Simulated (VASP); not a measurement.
Runs of VASP 6.6.1 on Ni. The structure is that of space group Im-3m (No. 229), or close to it. The cells are those of the table. 

| spin | cell | smearing | gap on the mesh (eV) | pressure (GPa) | moment (μB) |
| --- | --- | --- | --- | --- | --- |
| collinear, ferromagnetic start | a = 2.499 Å, angles 109.5°, 1 atom | fermi-dirac 0.05 eV | none | (c) | 0.56 |
| off | a = 2.557 Å, angles 109.5°, 1 atom | fermi-dirac 0.1 eV | none | (b) | - |
| off | a = 2.359 Å, angles 109.5°, 1 atom | fermi-dirac 0.1 eV | none | 29.1 | - |
| collinear, ferromagnetic start | a = 2.363 Å, angles 109.5°, 1 atom | fermi-dirac 0.05 eV | none | 28.3 | 0.44 |
| off | a = 2.526 Å, angles 109.5°, 1 atom | fermi-dirac 0.1 eV | none | -10.3 | - |
| off | a = 2.462 Å, angles 109.5°, 1 atom | fermi-dirac 0.1 eV | none | 0.1 | - |
| off | a = 2.494 Å, angles 109.5°, 1 atom | fermi-dirac 0.1 eV | none | -5.7 | - |
| collinear, ferromagnetic start | a = 2.466 Å, angles 109.5°, 1 atom | fermi-dirac 0.05 eV | none | 0.1 | (a) |

Alike in all rows: task single point; level BLYP; potentials or basis VASP PAW PBE potentials, release 64 (Ni); k mesh 17 × 17 × 17; cutoff (eV) 520.

Question: Estimate the missing entries.

Answer: (a) 0.53; (b) -13.9; (c) -5.6.

Caveats: the PAW data sets were made with another functional, which shifts forces and pressure a little.

A gap of «none» marks levels without a gap at the run's occupations.
